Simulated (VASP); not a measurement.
Write the native input for VASP 6.6.1 that does the following.

| Item | Value |
| --- | --- |
| Task | single point |
| Functional | r2SCAN |
| Potentials or basis | VASP PAW PBE potentials, release 64 (Mo_sv, Ge_d) |
| Cutoff | 520 eV |
| k mesh | 14 × 14 × 14 |
| Occupations | fermi-dirac, width 0.05 eV |
| Spin | no spin polarisation |
| Dipole correction | no |
| Further INCAR settings | ALGO = Normal; EDIFF = 1e-06; NBANDS = 21 |

GeMo (CsCl type):

```
Mo Ge
1.0
     2.88347    0.00000    0.00000
     0.00000    2.88347    0.00000
     0.00000    0.00000    2.88347
Mo Ge
1 1
Direct
  0.00000 0.00000 0.00000
  0.50000 0.50000 0.50000
```

This cell differs from its parent crystal: volume scaled by 0.8.

These files were run (other wordings do the same):

POSCAR

```
GeMo
1.0
    2.8834742741      0.0000000000      0.0000000000
    0.0000000000      2.8834742741      0.0000000000
    0.0000000000      0.0000000000      2.8834742741
Mo Ge
1 1
Direct
    0.0000000000      0.0000000000      0.0000000000
    0.5000000000      0.5000000000      0.5000000000
```

INCAR.step1

```
PREC     = Accurate       # precision mode
ENCUT    = 520            # plane-wave cutoff, eV
ISMEAR   = -1             # smearing method
SIGMA    = 0.05           # smearing width, eV
LREAL    = False          # projectors in reciprocal space
LASPH    = True           # aspherical terms in the spheres
NELM     = 80             # most SCF steps
NBANDS   = 21             # bands
GGA      = PE             # functional
ALGO     = Normal         # electronic algorithm
EDIFF    = 1E-4           # SCF threshold, eV
LWAVE    = True           # write WAVECAR
LCHARG   = False          # write CHGCAR
```

INCAR.step2

```
PREC     = Accurate       # precision mode
ENCUT    = 520            # plane-wave cutoff, eV
EDIFF    = 1E-6           # SCF threshold, eV
ISMEAR   = -1             # smearing method
SIGMA    = 0.05           # smearing width, eV
LREAL    = False          # projectors in reciprocal space
LASPH    = True           # aspherical terms in the spheres
NELM     = 80             # most SCF steps
ALGO     = Normal         # electronic algorithm
ISIF     = 2              # what is computed and relaxed
LWAVE    = False          # write WAVECAR
LCHARG   = False          # write CHGCAR
METAGGA  = R2SCAN         # meta-GGA
LMIXTAU  = True         
NBANDS   = 21             # bands
ISTART   = 1
```

KPOINTS

```
regular mesh
0
Gamma
  14 14 14
```

Potentials or basis: VASP PAW PBE potentials, release 64 (Mo_sv, Ge_d).

Command:

```sh
$ cat potpaw_PBE.64/Mo_sv/POTCAR potpaw_PBE.64/Ge_d/POTCAR > POTCAR
$ cp INCAR.step1 INCAR
$ mpirun -np 1 vasp_std > vasp.out
$ cp INCAR.step2 INCAR
$ mpirun -np 1 vasp_std > vasp.out
```

Results of the run:

```json
{
 "Pressure": "75.6 GPa",
 "Band gap on the k mesh": "zero (band 14 reaches 18.71 eV, above the bottom of band 15 at 13.40 eV)"
}
```

Caveat: the PAW data sets were made with another functional, which shifts forces and pressure a little.

It took 58 s on 1 thread of Intel(R) Xeon(R) 6975P-C (Granite Rapids), on a shared host, peak memory 0.18 GiB.
